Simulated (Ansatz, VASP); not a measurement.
ZnCu in VASP and in Ansatz

INCAR

```
ALGO     = Fast           # electronic algorithm
EDIFF    = 1E-6           # SCF threshold, eV
ENCUT    = 520            # plane-wave cutoff, eV
GGA      = PE             # functional
ISIF     = 2              # what is computed and relaxed
ISMEAR   = 0              # smearing method
LASPH    = T              # aspherical terms in the spheres
LCHARG   = T              # write CHGCAR
LELF     = T              # ELF
LREAL    = F              # projectors in reciprocal space
LVHAR    = T            
LWAVE    = F              # write WAVECAR
NBANDS   = 18             # bands
NELM     = 80             # most SCF steps
PREC     = Accurate       # precision mode
SIGMA    = 0.1            # smearing width, eV
```

KPOINTS

```
k-points
0
Gamma
  14 14 14
```

File POSCAR:

```
ZnCu
1.0
    2.9453534000      0.0000000000      0.0000000000
    0.0000000000      2.9453534000      0.0000000000
    0.0000000000      0.0000000000      2.9453534000
Zn Cu
1 1
Direct
    0.5000000000      0.5000000000      0.5000000000
    0.0000000000      0.0000000000      0.0000000000
```

Input for Ansatz:

```yaml
crystal:
  lattice:
    - [2.9453534, 0.0, 0.0]
    - [0.0, 2.9453534, 0.0]
    - [0.0, 0.0, 2.9453534]
  atoms:
    - { symbol: Zn, position: [0.5, 0.5, 0.5] }
    - { symbol: Cu, position: [0.0, 0.0, 0.0] }
basis:
  ecutwfc: 420
kpoints:
  mp_grid: { grid: [14, 14, 14] }
hamiltonian:
  xc: pbe
scf:
  occupations: { method: gaussian, width: 0.1 }
output:
  forces: true
  stress: true
  eigenvalues: true
  write_density: true
  write_potential: true
  elf: true
  volumetric_format: npy
```

Alike in both runs: task single point; functional PBE; k mesh 14 × 14 × 14; occupations gaussian, width 0.1 eV; no spin polarisation.

```csv
,VASP,Ansatz
version,VASP 6.6.1,Ansatz 0.2.0
potentials or method,"VASP PAW PBE potentials, release 64 (Zn, Cu), cutoff 520 eV","scalar-relativistic, plane waves, PAW"
valence electrons in the cell,23,31
```

|  | VASP | Ansatz | Ansatz less VASP |
| --- | --- | --- | --- |
| gap on the k mesh at the Fermi level (eV) | none | none | - |
| pressure (GPa) | 3.0 | 2.2 | -0.78 |

A gap of «none» marks a metal or a gap that the smearing closes. The functional is the same, so the differences come from potentials, cutoffs and numerics. VASP's potentials hold 23 valence electrons a cell and Ansatz's 31, so a difference there can come from the potentials and not from the codes.
